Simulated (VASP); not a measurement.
Write the native input for VASP 6.6.1 that does the following.

```yaml
Task: relaxation of cell and atoms
Functional: PBE
Potentials_or_basis: VASP PAW PBE potentials, release 64 (Tm_3, C), 4f in core
Cutoff: 600 eV
k_mesh: 3 × 3 × 6
Occupations: gaussian, width 0.1 eV
Spin: no spin polarisation
Dipole_correction: no
Further_INCAR_settings: ALGO = Normal; EDIFF = 1e-07; IBRION = 2; EDIFFG = -0.04; NSW = 90; ISIF = 3
```

The structure of Tm3C2 lies in POSCAR:

```
Tm3C2
1.0
    5.8144904375      0.0000000000      0.0000000000
   -2.9072452188      5.0354964290      0.0000000000
    0.0000000000      0.0000000000      3.6971310283
Tm C
3 2
Direct
    0.5000000000      0.0000000000      0.5000000000
    0.0000000000      0.5000000000      0.5000000000
    0.5000000000      0.5000000000      0.5000000000
    0.0000000000      0.0000000000      0.8245767660
    0.0000000000      0.0000000000      0.1754232340
```

The cell was generated, and may not be a known phase.

One way to write it, as run:

INCAR

```
ALGO = Normal ; EDIFF = 1E-7
EDIFFG = -0.04 ; ENCUT = 600
GGA = PE ; GGA_COMPAT = False
IBRION = 2 ; ISIF = 3
ISMEAR = 0 ; LASPH = True
LCHARG = False ; LMAXMIX = 6
LREAL = False ; LWAVE = False
NELM = 200 ; NELMIN = 4
NSW = 90 ; PREC = Accurate
SIGMA = 0.1
```

KPOINTS

```
k-points
0
Gamma
  3 3 6
```

Potentials or basis: VASP PAW PBE potentials, release 64 (Tm_3, C), 4f in core.

Launch:

```bash
$ cat potpaw_PBE.64/Tm_3/POTCAR potpaw_PBE.64/C/POTCAR > POTCAR
$ mpirun -np 1 vasp_std > vasp.out
```

Results of the run:

- Relaxed volume: 21.91 Å³/atom
- Relaxed cell: a = 5.894 Å, b = 5.894 Å, c = 3.642 Å, α = 90.00°, β = 90.00°, γ = 120.00°
- Space group after relaxing (to 0.1 Å): P6/mmm (No. 191)
- Energy gained by relaxing: 3.7 meV/atom
- Ionic steps: 5
- Pressure after relaxing: -0.2 GPa
- Largest force after relaxing: 0.016 eV/Å
- Band gap on the k mesh: zero (an odd number of electrons rules out a gap without spin polarisation)

Caveat: the k points lie up to 0.41 Å⁻¹ apart in the final cell, too coarse for converged energies and pressures of a metal; spin-orbit coupling is left out, which moves the levels of the heavy elements; the 4f electrons are frozen in the core, so they carry no moment and show no levels.

It took 99 s on 1 thread of AMD EPYC 9R45 96-Core Processor (Zen 5) (shared host), peak memory 0.24 GiB.
